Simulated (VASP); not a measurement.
Set up this calculation in VASP 6.6.1, as the native input.

```yaml
Task: single point
Functional: PBE
Potentials_or_basis: VASP PAW PBE potentials, release 64 (Ni, Sb)
Cutoff: 520 eV
k_mesh: 12 × 12 × 12
Occupations: gaussian, width 0.05 eV
Spin: collinear spin
Starting_moments: "[0.05, 0.0] μB"
Dipole_correction: no
Further_INCAR_settings: ALGO = Fast; EDIFF = 1e-07; NBANDS = 18
```

The structure of NiSb lies in POSCAR:

```
NiSb
1.0
    0.0000000000      2.6317312392      2.6317312392
    2.6317312392      0.0000000000      2.6317312392
    2.6317312392      2.6317312392      0.0000000000
Ni Sb
1 1
Direct
    0.5000000000      0.5000000000      0.5000000000
    0.0000000000      0.0000000000      0.0000000000
```

The input as run:

INCAR

```
PREC = Accurate ; ENCUT = 520
EDIFF = 1E-7 ; ISMEAR = 0
SIGMA = 0.05 ; LREAL = False
LASPH = True ; NELM = 150
ALGO = Fast ; ISIF = 2
LWAVE = False ; LCHARG = False
ISPIN = 2 ; MAGMOM = 0.05 0
LORBIT = 11 ; LMAXMIX = 4
GGA = PE ; NBANDS = 18
```

KPOINTS

```
Automatic mesh
0
Gamma
  12 12 12
```

Potentials or basis: VASP PAW PBE potentials, release 64 (Ni, Sb).

Command:

```console
$ cat potpaw_PBE.64/Ni/POTCAR potpaw_PBE.64/Sb/POTCAR > POTCAR
$ mpirun -np 1 vasp_std > vasp.out
```

Results of the run:

```
Pressure                                              : 0.1 GPa
Net moment                                            : 0.00 μB per cell
Valence electrons inside the program's atomic spheres : Ni 9.28; Sb 2.41
```

Wall time 2.4 min on 1 thread of Oxide Virtual Turin-like Processor, with other jobs on the host, peak memory 0.19 GiB.
